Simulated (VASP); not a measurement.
# MnSi (P2_13) in VASP: single point with PBE

Aim: the single point of MnSi with PBE.

Program: VASP 6.6.1. These are calculated values, not measurements. Logs are shortened: lines on timing, memory, paths and dates and some standing lists are left out, and cuts for length are marked.

### 1 The cell of the first run

It takes space group P2_13 (No. 198, cubic). The conventional cell has a = 4.557 Å, b = 4.557 Å, c = 4.557 Å, α = 90.00°, β = 90.00°, γ = 90.00°. Within 3.0 Å of Mn (site symmetry 3) lie 7 Si at 2.29 to 2.55 Å and 6 Mn at 2.79 Å. Si (site symmetry 3) has 7 Mn at 2.29 to 2.55 Å and 6 Si at 2.82 Å within 3.0 Å.

### 2 Single point, PBE (volume scaled by 1.040)

The input, INCAR:

```
SYSTEM = MnSi
PREC = Accurate
ENCUT = 520
EDIFF = 1E-6
ISMEAR = 0
SIGMA = 0.05
LREAL = .False.
LASPH = .True.
NELM = 60
ALGO = Normal
ISIF = 2
LWAVE = .False.
LCHARG = .False.
GGA = PE
NBANDS = 44
```

The input, KPOINTS:

```
Automatic mesh
0
Gamma
  8 8 8
  0 0 0
```

The input, POSCAR:

```
MnSi
1.0
    4.5565203520      0.0000000000      0.0000000000
    0.0000000000      4.5565203520      0.0000000000
    0.0000000000      0.0000000000      4.5565203520
Mn Si
4 4
Direct
    0.1358657036      0.1358657036      0.1358657036
    0.3641342964      0.8641342964      0.6358657036
    0.6358657036      0.3641342964      0.8641342964
    0.8641342964      0.6358657036      0.3641342964
    0.8451927821      0.8451927821      0.8451927821
    0.6548072179      0.1548072179      0.3451927821
    0.3451927821      0.6548072179      0.1548072179
    0.1548072179      0.3451927821      0.6548072179
```

Potentials or basis: VASP PAW PBE potentials, release 64 (Mn_pv, Si).

The run is started by

```bash
$ cat potpaw_PBE.64/Mn_pv/POTCAR potpaw_PBE.64/Si/POTCAR > POTCAR
$ mpirun -np 1 vasp_std > vasp.out
```

OUTCAR:

```text
SYSTEM = MnSi
   PREC = Accurate
   ENCUT = 520
   EDIFF = 1E-6
   ISMEAR = 0
   LREAL = .False.
   LASPH = .True.
   NELM = 60
   ISIF = 2
   GGA = PE

 ion  position               nearest neighbor table
   1  0.136  0.136  0.136-   5 2.29   6 2.39   7 2.39   8 2.39   8 2.55   7 2.55   6 2.55   3 2.79
                             4 2.79   2 2.79   2 2.79   4 2.79   3 2.79
   2  0.364  0.864  0.636-   6 2.29   5 2.39   7 2.39   8 2.39   7 2.55   8 2.55   5 2.55   1 2.79
                             1 2.79   3 2.79   3 2.79   4 2.79   4 2.79
   3  0.636  0.364  0.864-   7 2.29   6 2.39   5 2.39   8 2.39   6 2.55   8 2.55   5 2.55   1 2.79
                             4 2.79   2 2.79   2 2.79   4 2.79   1 2.79
   4  0.864  0.636  0.364-   8 2.29   6 2.39   7 2.39   5 2.39   5 2.55   6 2.55   7 2.55   1 2.79
                             3 2.79   2 2.79   1 2.79   2 2.79   3 2.79
   5  0.845  0.845  0.845-   1 2.29   2 2.39   3 2.39   4 2.39   4 2.55   3 2.55   2 2.55   6 2.82
                             6 2.82   8 2.82   7 2.82   8 2.82   7 2.82
   6  0.655  0.155  0.345-   2 2.29   1 2.39   3 2.39   4 2.39   3 2.55   4 2.55   1 2.55   5 2.82
                             5 2.82   8 2.82   7 2.82   7 2.82   8 2.82
   7  0.345  0.655  0.155-   3 2.29   2 2.39   1 2.39   4 2.39   2 2.55   4 2.55   1 2.55   8 2.82
                             8 2.82   5 2.82   6 2.82   6 2.82   5 2.82
   8  0.155  0.345  0.655-   4 2.29   2 2.39   3 2.39   1 2.39   1 2.55   2 2.55   3 2.55   7 2.82
                             7 2.82   5 2.82   5 2.82   6 2.82   6 2.82

  LATTYP: Found a simple cubic cell.
 ALAT       =     4.5565203520

  Lattice vectors:

 A1 = (   4.5565203520,   0.0000000000,   0.0000000000)
 A2 = (   0.0000000000,   4.5565203520,   0.0000000000)
 A3 = (   0.0000000000,   0.0000000000,   4.5565203520)

Analysis of symmetry for initial positions (statically):
=====================================================================
 Subroutine PRICEL returns:
 Original cell was already a primitive cell.

 Routine SETGRP: Setting up the symmetry group for a
 simple cubic supercell.

 Subroutine GETGRP returns: Found 12 space group operations
 (whereof  3 operations were pure point group operations)
 out of a pool of 48 trial point group operations.

The static configuration has the point symmetry C_3 .
 The point group associated with its full space group is T   .

Analysis of symmetry for dynamics (positions and initial velocities):
=====================================================================
 Subroutine PRICEL returns:
 Original cell was already a primitive cell.

 Routine SETGRP: Setting up the symmetry group for a
 simple cubic supercell.

 Subroutine GETGRP returns: Found 12 space group operations
[... 128 lines left out ...]
   NUPDOWN=      -1.0000    fix difference up-down
   EMIN   =  10.00;   EMAX   =-10.00  energy-range for DOS
   EFERMI =   0.00;   METHOD = LEGACY
   ISMEAR =     0;   SIGMA  =   0.05  broadening in eV -4-tet -1-fermi 0-gaus
   EFERMI_NEDOS =   21; number of points for ismear=-14 and -15
   IALGO  =     38    algorithm
   IMIX   =      4    mixing-type and parameters
     AMIX     =   0.40;   BMIX     =  1.00
     AMIX_MAG =   1.60;   BMIX_MAG =  1.00
  volume/ion in A,a.u.               =      11.83        79.80
  Fermi-wavevector in a.u.,A,eV,Ry     =   1.466486  2.771256 29.260420  2.150580
  Thomas-Fermi vector in A             =   2.582217
   LORBIT       =      0    0 simple, 1 ext, 2 COOP (PROOUT), +10 PAW based schemes
   GGA     = PE    functional components
   LHFCALC =     F    Hartree Fock is set to
   AEXX    =    0.0000 exact exchange contribution
   IVDW    =     0    specifies the selected vdW correction
   LEPSILON=     F    determine dielectric tensor
   LRPA    =     F    only Hartree local field effects (RPA)
 non-spin polarized calculation
 Gauss-broadening in eV      SIGMA  =   0.05
  energy-cutoff  :      520.00
  volume of cell :       94.60
 maximum number of plane-waves:      2564
 NGX is ok and might be reduce to    36
   NGX = 17   NGY = 17   NGZ = 17

 number of electron      68.0000014 magnetization

 Free energy of the ion-electron system (eV)
  ---------------------------------------------------
  ext. energy  EPLUGINS =         0.00000000
  ---------------------------------------------------
  free energy    TOTEN  =       -61.11247345 eV

  energy without entropy =      -61.09955114  energy(sigma->0) =      -61.10601229

 E-fermi :  10.6887     XC(G=0): -12.6967

 val. band max:       10.6885676327   @ k =   0.2500   0.0000   0.0000
 cond. band min:      10.7029826149   @ k =  -0.1250   0.3750   0.0000
 fundamental gap:      0.0144149821
 Fermi energy:        10.6887225316

 k-point     1 :       0.0000    0.0000    0.0000
  band No.  band energies     occupation
      1     -37.0759      2.00000
      2     -37.0759      2.00000
      3     -37.0759      2.00000
      4     -37.0337      2.00000
      5     -37.0337      2.00000
      6     -37.0337      2.00000
[... 1117 lines left out ...]
     43      14.4170      0.00000
     44      14.7778      0.00000

 [... further k-points ...]

------------------------ aborting loop because EDIFF is reached ----------------------------------------

  FORCE on cell =-STRESS in cart. coord.  units (eV):
  Direction    XX          YY          ZZ          XY          YZ          ZX
  --------------------------------------------------------------------------------------
  -------------------------------------------------------------------------------------
  Total       -4.6350481     -4.6350481     -4.6350481      0.0000000     -0.0000000      0.0000000
  in kB      -78.4991376    -78.4991376    -78.4991376      0.0000000     -0.0000000      0.0000000
  external PRESSURE =     -78.4991376 kB  Pullay stress =       0.0000000 kB

 VOLUME and BASIS-vectors are now :
 -----------------------------------------------------------------------------
  energy-cutoff  :      520.00
  volume of cell :       94.60
      direct lattice vectors                 reciprocal lattice vectors
     4.556520352  0.000000000  0.000000000     0.219465716  0.000000000  0.000000000
     0.000000000  4.556520352  0.000000000     0.000000000  0.219465716  0.000000000
     0.000000000  0.000000000  4.556520352     0.000000000  0.000000000  0.219465716

 POSITION                                       TOTAL-FORCE (eV/Angst)
 -----------------------------------------------------------------------------------
      0.61907      0.61907      0.61907         0.007153      0.007153      0.007153
      1.65919      3.93745      2.89734        -0.007153     -0.007153      0.007153
      2.89734      1.65919      3.93745         0.007153     -0.007153     -0.007153
      3.93745      2.89734      1.65919        -0.007153      0.007153     -0.007153
      3.85114      3.85114      3.85114        -0.000423     -0.000423     -0.000423
      2.98364      0.70538      1.57288         0.000423      0.000423     -0.000423
      1.57288      2.98364      0.70538        -0.000423      0.000423      0.000423
      0.70538      1.57288      2.98364         0.000423     -0.000423      0.000423
 -----------------------------------------------------------------------------------
    total drift:                               -0.000001     -0.000001      0.000000

  FREE ENERGIE OF THE ION-ELECTRON SYSTEM (eV)
  ---------------------------------------------------
  free  energy   TOTEN  =       -61.1124734451 eV

  energy  without entropy=      -61.0995511381  energy(sigma->0) =      -61.10601229
```

OSZICAR:

```text
N       E                     dE             d eps       ncg     rms          rms(c)
DAV:   1     0.791733449546E+03    0.79173E+03   -0.36417E+04  3968   0.183E+03
DAV:   2    -0.544863896200E+01   -0.79718E+03   -0.76902E+03  3960   0.534E+02
DAV:   3    -0.685640979468E+02   -0.63115E+02   -0.60734E+02  4476   0.155E+02
DAV:   4    -0.705444245910E+02   -0.19803E+01   -0.19563E+01  4880   0.268E+01
DAV:   5    -0.705833608443E+02   -0.38936E-01   -0.38834E-01  4708   0.412E+00    0.340E+01
DAV:   6    -0.735759636650E+02   -0.29926E+01   -0.20335E+02  4784   0.977E+01    0.328E+01
DAV:   7    -0.611926577140E+02    0.12383E+02   -0.87150E+01  4340   0.638E+01    0.845E+00
DAV:   8    -0.612013127180E+02   -0.86550E-02   -0.37482E+00  4312   0.848E+00    0.287E+00
DAV:   9    -0.611221537608E+02    0.79159E-01   -0.25878E-01  4624   0.341E+00    0.120E+00
DAV:  10    -0.611127665281E+02    0.93872E-02   -0.22286E-02  4920   0.780E-01    0.284E-01
DAV:  11    -0.611125302391E+02    0.23629E-03   -0.10881E-03  4572   0.195E-01    0.144E-01
DAV:  12    -0.611124754566E+02    0.54782E-04   -0.17266E-04  4604   0.624E-02    0.582E-02
DAV:  13    -0.611124728167E+02    0.26399E-05   -0.14157E-05  4040   0.203E-02    0.194E-02
DAV:  14    -0.611124734451E+02   -0.62841E-06   -0.37946E-06  3560   0.105E-02
   1 F= -.61112473E+02 E0= -.61106012E+02  d E =-.129223E-01
```

stdout:

```text
POSCAR found type information on POSCAR MnSi
 POSCAR found :  2 types and       8 ions
 scaLAPACK will be used
 LDA part: xc-table for (Slater+PW92), standard interpolation
 POSCAR, INCAR and KPOINTS ok, starting setup
 FFT: planning ... GRIDC
 FFT: planning ... GRID_SOFT
 FFT: planning ... GRID
 WAVECAR not read
 entering main loop
```

Wall time 2.4 min (1 thread of Intel Xeon Platinum 8259CL at 2.50GHz (Skylake/Cascade Lake), shared host); peak memory 0.29 GiB.

Results:

```yaml
Free_energy: -61.1125 eV
Pressure: -7.8 GPa
Largest_force: 0.012 eV/Å
Band_gap_on_the_k_mesh: zero (band 34 reaches 11.01 eV, above the bottom of band 35 at 10.55 eV)
```

Forces in eV/Å, atoms in the order of the input:
```
Mn   0.007  0.007  0.007
Mn  -0.007 -0.007  0.007
Mn   0.007 -0.007 -0.007
Mn  -0.007  0.007 -0.007
Si   0.000  0.000  0.000
Si   0.000  0.000  0.000
Si   0.000  0.000  0.000
Si   0.000  0.000  0.000
```

 Spin polarisation is off, so any magnetic state and its effect on volume and gap are missing.
